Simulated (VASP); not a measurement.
V: single point with r2SCAN

Crystal: V.

```xyz
1
Lattice="-1.5014 1.5014 1.5014 1.5014 -1.5014 1.5014 1.5014 1.5014 -1.5014" Properties=species:S:1:pos:R:3 pbc="T T T"
V     0.0000    0.0000    0.0000
```

- Program: VASP 6.6.1
- Task: single point
- Functional: r2SCAN
- Potentials or basis: VASP PAW PBE potentials, release 64 (V_sv)
- Cutoff: 520 eV
- k mesh: 20 × 20 × 20
- Occupations: gaussian, width 0.05 eV
- Spin: collinear spin, ferromagnetic start
- Starting moments: [1.0] μB
- Dipole correction: no
- Further INCAR settings: ALGO = Normal; EDIFF = 1e-07; NBANDS = 16

```yaml
Pressure: -3.2 GPa
Net_moment: 0.00 μB per cell
Valence_electrons_inside_the_program's_atomic_spheres: V 11.61
```

Levels at points of the mesh, in eV from the Fermi level:
Spin up:
```
           k point  band 5  band 6  band 7  band 8  band 9  band 10
(0.00, 0.00, 0.00)   -7.05    0.48    0.48    0.48    2.65     2.65
(0.50, 0.00, 0.00)   -3.32   -1.14    1.49    2.62    3.02     4.26
(0.50, 0.50, 0.50)   -3.08   -3.08    3.86    3.86    3.86    10.59
```
Spin down:
| k point | band 4 | band 5 | band 6 | band 7 | band 8 | band 9 | band 10 | band 11 |
| --- | --- | --- | --- | --- | --- | --- | --- | --- |
| (0.00, 0.00, 0.00) | -38.48 | -7.05 | 0.49 | 0.49 | 0.49 | 2.65 | 2.65 | 21.21 |
| (0.50, 0.00, 0.00) | -38.49 | -3.32 | -1.13 | 1.49 | 2.62 | 3.03 | 4.26 | 10.54 |
| (0.50, 0.50, 0.50) | -39.11 | -3.08 | -3.08 | 3.86 | 3.86 | 3.86 | 10.59 | 10.59 |

Run time: 5 min on 1 thread of AMD EPYC 7R13 Processor (Zen 3), with other jobs on the host, peak memory 0.16 GiB.

Caveat: the PAW data sets were made with another functional, which shifts forces and pressure a little.
